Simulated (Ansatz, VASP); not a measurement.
**Two plane-wave programs on ZrB**

Contents of INCAR:

```
PREC = Accurate
ENCUT = 520
EDIFF = 1E-6
ISMEAR = 0
SIGMA = 0.15
LREAL = F
LASPH = T
NELM = 100
ALGO = Normal
ISIF = 2
LWAVE = F
LCHARG = F
GGA = PE
NBANDS = 14
```

File KPOINTS:

```
Automatic mesh
0
Gamma
  18 18 18
```

File POSCAR:

```
ZrB
1.0
    0.0000000000      2.3250000000      2.3250000000
    2.3250000000      0.0000000000      2.3250000000
    2.3250000000      2.3250000000      0.0000000000
Zr B
1 1
Direct
    0.0403225806     -0.0403225806      0.0403225806
    0.5000000000      0.5000000000      0.5000000000
```

Input for Ansatz:

```yaml
crystal:
  lattice:
    - [0.0, 2.325, 2.325]
    - [2.325, 0.0, 2.325]
    - [2.325, 2.325, 0.0]
  atoms:
    - { symbol: Zr, position: [0.0403225806, -0.0403225806, 0.0403225806] }
    - { symbol: B, position: [0.5, 0.5, 0.5] }
basis:
  ecutwfc: 420
kpoints:
  mp_grid: { grid: [18, 18, 18] }
hamiltonian:
  xc: pbe
scf:
  occupations: { method: gaussian, width: 0.15 }
output:
  forces: true
  stress: true
  eigenvalues: true
```

Change from the starting cell: all Zr atoms moved +0.188 Å, as atom 1 along Cartesian [0 1 0].

Alike in both runs: task single point; functional PBE; k mesh 18 × 18 × 18; occupations gaussian, width 0.15 eV; no spin polarisation.

|  | VASP | Ansatz |
| --- | --- | --- |
| version | VASP 6.6.1 | Ansatz 0.2.0 |
| potentials or method | VASP PAW PBE potentials, release 64 (Zr_sv, B), cutoff 520 eV | scalar-relativistic, plane waves, PAW |
| valence electrons in the cell | 15 | 15 |

|  | VASP | Ansatz | Ansatz less VASP |
| --- | --- | --- | --- |
| gap on the k mesh at the Fermi level (eV) | none | none | - |
| rms of the force components (eV/Å) | 1.255 | 1.252 | -0.0030 |

Atom by atom the forces differ by 0.003 eV/Å (rms over components). A gap of «none» marks a metal or a gap that the smearing closes.
